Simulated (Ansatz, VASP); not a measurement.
One calculation of Sn2PbO3, two programs

```
Sn Pb O
1.0
     3.92472    0.00000    0.00000
     0.00000    3.92472    0.00000
     0.00000    0.00000   15.58213
Sn Pb O
4 2 6
Direct
  0.00000 0.50000 0.91266
  0.00000 0.50000 0.57319
  0.50000 0.00000 0.08734
  0.50000 0.00000 0.42681
  0.00000 0.50000 0.23983
  0.50000 0.00000 0.76017
  0.50000 0.50000 0.84001
  0.50000 0.50000 0.15999
  0.50000 0.50000 0.50000
  0.00000 0.00000 0.84001
  0.00000 0.00000 0.15999
  0.00000 0.00000 0.50000
```

Alike in both runs: functional PBE; k mesh 4 × 4 × 1; occupations gaussian, width 0.1 eV; no spin polarisation.

Ansatz relaxed the structure, and its values are those at the end. VASP's run is a single point on that final structure, the one shown.

|  | VASP | Ansatz |
| --- | --- | --- |
| version | VASP 6.6.1 | Ansatz 0.2.0 |
| potentials or method | VASP PAW PBE potentials, release 64 (Sn_d, Pb_d, O), cutoff 520 eV | scalar-relativistic, plane waves, PAW |
| valence electrons in the cell | 120 | 120 |

```csv
,VASP,Ansatz,Ansatz less VASP
gap on the k mesh at the Fermi level (eV),0.66,0.65,-0.007
least direct gap on the mesh (eV),1.23,1.27,+0.038
pressure (GPa),0.4,0.2,-0.14
rms of the force components (eV/Å),0.025,0.002,-0.0230
```

Spin-orbit coupling is off throughout.
